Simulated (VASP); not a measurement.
# As (Pm-3m) in VASP: single point with r2SCAN

Aim: the single point of As with r2SCAN.

Program: VASP 6.6.1. These are calculated values, not measurements. Logs are shortened: lines on timing, memory, paths and dates and some standing lists are left out, and cuts for length are marked.

### Step 1. The cell of the first run

The structure is cubic, space group Pm-3m (No. 221). The conventional cell has a = 2.704 Å, b = 2.704 Å, c = 2.704 Å, α = 90.00°, β = 90.00°, γ = 90.00°. As (site symmetry m-3m) has 6 As at 2.70 Å within 3.6 Å.

### Step 2. Single point, r2SCAN

The input, POSCAR:

```
As
1.0
    2.7036820000      0.0000000000      0.0000000000
    0.0000000000      2.7036820000      0.0000000000
    0.0000000000      0.0000000000      2.7036820000
As
1
Direct
    0.5000000000      0.5000000000      0.5000000000
```

The input, INCAR.step1:

```
PREC = Accurate
ENCUT = 550
ISMEAR = 1
SIGMA = 0.1
LREAL = F
LASPH = T
NELM = 120
NBANDS = 8
GGA = PE
ALGO = Normal
EDIFF = 1E-5
LWAVE = T
LCHARG = F
GGA_COMPAT = F
```

The input, INCAR.step2:

```
PREC = Accurate
ENCUT = 550
EDIFF = 1E-6
ISMEAR = 1
SIGMA = 0.1
LREAL = F
LASPH = T
NELM = 120
ALGO = Normal
ISIF = 2
LWAVE = F
LCHARG = F
METAGGA = R2SCAN
LMIXTAU = T
NBANDS = 8
ISTART = 1
GGA_COMPAT = F
```

The input, KPOINTS:

```
regular mesh
0
Gamma
  8 8 8
```

Potentials or basis: VASP PAW PBE potentials, release 64 (As).

The run is started by

```sh
> cat potpaw_PBE.64/As/POTCAR > POTCAR
> cp INCAR.step1 INCAR
> mpirun -np 1 vasp_std > vasp.out
> cp INCAR.step2 INCAR
> mpirun -np 1 vasp_std > vasp.out
```

OUTCAR:

```text
PREC = Accurate
   ENCUT = 550
   EDIFF = 1E-6
   ISMEAR = 1
   LREAL = F
   LASPH = T
   NELM = 120
   ISIF = 2
   METAGGA = R2SCAN
   ISTART = 1

 ion  position               nearest neighbor table
   1  0.500  0.500  0.500-

  LATTYP: Found a simple cubic cell.
 ALAT       =     2.7036820000

  Lattice vectors:

 A1 = (   2.7036820000,   0.0000000000,   0.0000000000)
 A2 = (   0.0000000000,   2.7036820000,   0.0000000000)
 A3 = (   0.0000000000,   0.0000000000,   2.7036820000)

Analysis of symmetry for initial positions (statically):
=====================================================================
 Subroutine PRICEL returns:
 Original cell was already a primitive cell.

 Routine SETGRP: Setting up the symmetry group for a
 simple cubic supercell.

 Subroutine GETGRP returns: Found 48 space group operations
 (whereof 48 operations were pure point group operations)
 out of a pool of 48 trial point group operations.

The static configuration has the point symmetry O_h .

Analysis of symmetry for dynamics (positions and initial velocities):
=====================================================================
 Subroutine PRICEL returns:
 Original cell was already a primitive cell.

 Routine SETGRP: Setting up the symmetry group for a
 simple cubic supercell.

 Subroutine GETGRP returns: Found 48 space group operations
 (whereof 48 operations were pure point group operations)
 out of a pool of 48 trial point group operations.

The dynamic configuration has the point symmetry O_h .

 Subroutine INISYM returns: Found 48 space group operations
 (whereof 48 operations are pure point group operations),
 and found     1 'primitive' translations

----------------------------------------------------------------------------------------

                                     Primitive cell

  volume of cell :      19.7636

  direct lattice vectors                    reciprocal lattice vectors
     2.703682000  0.000000000  0.000000000     0.369865983  0.000000000  0.000000000
     0.000000000  2.703682000  0.000000000     0.000000000  0.369865983  0.000000000
     0.000000000  0.000000000  2.703682000     0.000000000  0.000000000  0.369865983

  length of vectors
     2.703682000  2.703682000  2.703682000     0.369865983  0.369865983  0.369865983

  position of ions in fractional coordinates (direct lattice)
     0.500000000  0.500000000  0.500000000

  ion indices of the primitive-cell ions
   primitive index   ion index
                 1           1

----------------------------------------------------------------------------------------

 KPOINTS: regular mesh

Automatic generation of k-mesh.
 Grid dimensions read from file:
 generate k-points for:    8    8    8

 Generating k-lattice:

  Cartesian coordinates                     Fractional coordinates (reciprocal lattice)
     0.046233248  0.000000000  0.000000000     0.125000000  0.000000000  0.000000000
     0.000000000  0.046233248  0.000000000     0.000000000  0.125000000  0.000000000
     0.000000000  0.000000000  0.046233248     0.000000000  0.000000000  0.125000000

  Length of vectors
     0.046233248  0.046233248  0.046233248

  Shift w.r.t. Gamma in fractional coordinates (k-lattice)
     0.000000000  0.000000000  0.000000000

 Subroutine IBZKPT returns following result:
 ===========================================

 Found     35 irreducible k-points:

 Following reciprocal coordinates:
            Coordinates               Weight
  0.000000  0.000000  0.000000      1.000000
  0.125000  0.000000  0.000000      6.000000
  0.250000  0.000000  0.000000      6.000000
  0.375000  0.000000  0.000000      6.000000
  0.500000  0.000000  0.000000      3.000000
  0.125000  0.125000  0.000000     12.000000
[... 16 lines left out ...]
  0.375000  0.375000  0.125000     24.000000
  0.500000  0.375000  0.125000     24.000000
 [... further k-points ...]
   k-points           NKPTS =     35   k-points in BZ     NKDIM =     35   number of bands    NBANDS=      8
   number of dos      NEDOS =    301   number of ions     NIONS =      1
   total plane-waves  NPLWV =  13824
   dimension x,y,z NGX =    24 NGY =   24 NGZ =   24
   dimension x,y,z NGXF=    48 NGYF=   48 NGZF=   48
   ions per type =               1
   NGX,Y,Z   is equivalent  to a cutoff of  14.76, 14.76, 14.76 a.u.
   NGXF,Y,Z  is equivalent  to a cutoff of  29.51, 29.51, 29.51 a.u.
 SYSTEM =  unknown system
   PREC   = accura    normal or accurate (medium, high low for compatibility)
   ISTART =      1    job   : 0-new  1-cont  2-samecut
   ICHARG =      0    charge: 1-file 2-atom 10-const
   ISPIN  =      1    spin polarized calculation?
   LNONCOLLINEAR =      F non collinear calculations
   LSORBIT =      F    spin-orbit coupling
   LASPH  =      T    aspherical Exc in radial PAW
   ENCUT  =  550.0 eV  40.42 Ry    6.36 a.u.   5.17  5.17  5.17*2*pi/ulx,y,z
   NELM   =    120;   NELMIN=  2; NELMDL=  0     # of ELM steps
   EDIFF  = 0.1E-05   stopping-criterion for ELM
   LREAL  =      F    real-space projection
   EDIFFG = 0.1E-04   stopping-criterion for IOM
   NSW    =      0    number of steps for IOM
   IBRION =     -1    ionic relax: 0-MD 1-quasi-New 2-CG
   NFREE  =      0    steps in history (QN), initial steepest desc. (CG)
   ISIF   =      2    stress and relaxation
   ISYM   =      2    0-nonsym 1-usesym 2-fastsym
   POTIM  = 0.5000    time-step for ionic-motion
   TEBEG  =    0.0;   TEEND  =   0.0 temperature during run
   PSTRESS=    0.0 pullay stress
   NELECT =       5.0000    total number of electrons
   NUPDOWN=      -1.0000    fix difference up-down
   EMIN   =  10.00;   EMAX   =-10.00  energy-range for DOS
   EFERMI =   0.00;   METHOD = LEGACY
   ISMEAR =     1;   SIGMA  =   0.10  broadening in eV -4-tet -1-fermi 0-gaus
   EFERMI_NEDOS =   21; number of points for ismear=-14 and -15
   IALGO  =     38    algorithm
   IMIX   =      4    mixing-type and parameters
     AMIX     =   0.40;   BMIX     =  1.00
     AMIX_MAG =   1.60;   BMIX_MAG =  1.00
  volume/ion in A,a.u.               =      19.76       133.37
  Fermi-wavevector in a.u.,A,eV,Ry     =   1.035403  1.956627 14.586240  1.072058
  Thomas-Fermi vector in A             =   2.169744
   LORBIT       =      0    0 simple, 1 ext, 2 COOP (PROOUT), +10 PAW based schemes
   METAGGA = R2SCAN    functional components
   LHFCALC =     F    Hartree Fock is set to
   AEXX    =    0.0000 exact exchange contribution
   IVDW    =     0    specifies the selected vdW correction
   LEPSILON=     F    determine dielectric tensor
   LRPA    =     F    only Hartree local field effects (RPA)
 non-spin polarized calculation
 Methfessel and Paxton  Order N= 1 SIGMA  =   0.10
  energy-cutoff  :      550.00
  volume of cell :       19.76
 maximum number of plane-waves:       592
 NGX is ok and might be reduce to    24
   NGX = 11   NGY = 11   NGZ = 11

 number of electron       5.0000001 magnetization

 Free energy of the ion-electron system (eV)
  ---------------------------------------------------
  ext. energy  EPLUGINS =         0.00000000
  ---------------------------------------------------
  free energy    TOTEN  =       -14.51923335 eV

  energy without entropy =      -14.51690179  energy(sigma->0) =      -14.51845616

 E-fermi :   5.7516     XC(G=0): -10.9266

 val. band max:        5.7474173393   @ k =   0.3750   0.2500   0.1250
 cond. band min:       5.9923180790   @ k =   0.3750   0.2500   0.2500
 fundamental gap:      0.2449007397
 Fermi energy:         5.7516317819

 k-point     1 :       0.0000    0.0000    0.0000
  band No.  band energies     occupation
      1      -9.8994      2.00000
      2      10.1398      0.00000
      3      10.1398      0.00000
      4      10.1398      0.00000
      5      14.6949      0.00000
      6      14.6949      0.00000
      7      17.4039      0.00000
      8      31.7922      0.00000

 k-point     2 :       0.1250    0.0000    0.0000
  band No.  band energies     occupation
      1      -9.5982      2.00000
      2       7.2125     -0.00000
      3      10.4046      0.00000
      4      10.4046      0.00000
      5      14.9590      0.00000
      6      16.4552      0.00000
      7      19.3552      0.00000
      8      28.6521      0.00000

 k-point     3 :       0.2500    0.0000    0.0000
  band No.  band energies     occupation
      1      -8.7239      2.00000
      2       3.2755      2.00000
      3      11.1350      0.00000
      4      11.1350      0.00000
      5      15.7124      0.00000
      6      17.6544      0.00000
      7      23.8974      0.00000
      8      25.0346      0.00000

 k-point     4 :       0.3750    0.0000    0.0000
  band No.  band energies     occupation
      1      -7.4441      2.00000
      2       0.0461      2.00000
      3      12.0690      0.00000
      4      12.0690      0.00000
      5      16.7603      0.00000
      6      19.1813      0.00000
      7      22.3246      0.00000
      8      22.3246      0.00000

 k-point     5 :       0.5000    0.0000    0.0000
  band No.  band energies     occupation
      1      -6.5980      2.00000
      2      -1.4614      2.00000
      3      12.5613      0.00000
      4      12.5613      0.00000
      5      17.3855      0.00000
      6      20.8988      0.00000
      7      21.2366      0.00000
      8      21.2366      0.00000
[... 177 lines left out ...]
 k-point    22 :       0.5000    0.2500    0.1250
  band No.  band energies     occupation
      1      -5.0921      2.00000
      2      -0.1184      2.00000
      3       6.3522     -0.00000
      4      11.1132      0.00000
      5      13.1449      0.00000
      6      18.1191      0.00000
      7      22.8872      0.00000
      8      24.3845      0.00000

 k-point    23 :       0.3750    0.3750    0.1250
  band No.  band energies     occupation
      1      -4.6410      2.00000
      2       2.2150      2.00000
      3       2.7794      2.00000
      4      11.2566      0.00000
      5      11.7194      0.00000
      6      20.1277      0.00000
      7      20.6835      0.00000
      8      24.2047      0.00000

 k-point    24 :       0.5000    0.3750    0.1250
  band No.  band energies     occupation
      1      -3.7419      2.00000
      2       0.9300      2.00000
      3       3.1245      2.00000
      4      10.2095      0.00000
      5      12.0922      0.00000
      6      19.2902      0.00000
      7      21.1329      0.00000
      8      24.9667      0.00000

 [... further k-points ...]
[... 5 lines left out ...]
  --------------------------------------------------------------------------------------
  -------------------------------------------------------------------------------------
  Total        0.1863031      0.1863031      0.1863031     -0.0000000      0.0000000     -0.0000000
  in kB       15.1030229     15.1030229     15.1030229     -0.0000000      0.0000000     -0.0000000
  external PRESSURE =      15.1030229 kB  Pullay stress =       0.0000000 kB

 VOLUME and BASIS-vectors are now :
 -----------------------------------------------------------------------------
  energy-cutoff  :      550.00
  volume of cell :       19.76
      direct lattice vectors                 reciprocal lattice vectors
     2.703682000  0.000000000  0.000000000     0.369865983  0.000000000  0.000000000
     0.000000000  2.703682000  0.000000000     0.000000000  0.369865983  0.000000000
     0.000000000  0.000000000  2.703682000     0.000000000  0.000000000  0.369865983

 POSITION                                       TOTAL-FORCE (eV/Angst)
 -----------------------------------------------------------------------------------
      1.35184      1.35184      1.35184         0.000000      0.000000      0.000000
 -----------------------------------------------------------------------------------
    total drift:                                0.000000     -0.000000     -0.000000

  FREE ENERGIE OF THE ION-ELECTRON SYSTEM (eV)
  ---------------------------------------------------
  free  energy   TOTEN  =       -14.5192333513 eV

  energy  without entropy=      -14.5169017851  energy(sigma->0) =      -14.51845616
```

Run time: 14 s. Hardware: 1 thread of Intel Xeon 6975P-C, shared host; peak memory 0.14 GiB.

What came out:

```
Free energy : -14.5192 eV
Pressure    : 1.5 GPa
```

Levels at points of the mesh, in eV from the Fermi level:
```csv
k point,band 1,band 2,band 3,band 4,band 5,band 6,band 7,band 8
"(0.00, 0.00, 0.00)",-15.65,4.39,4.39,4.39,8.94,8.94,11.65,26.04
"(0.50, 0.00, 0.00)",-12.35,-7.21,6.81,6.81,11.63,15.15,15.48,15.48
"(0.50, 0.50, 0.00)",-8.85,-4.50,-4.50,2.93,9.12,17.32,18.24,18.24
"(0.50, 0.50, 0.50)",-4.90,-1.99,-1.99,-1.99,6.41,6.41,6.41,10.41
```

Caveat: the PAW data sets were made with another functional, which shifts forces and pressure a little.
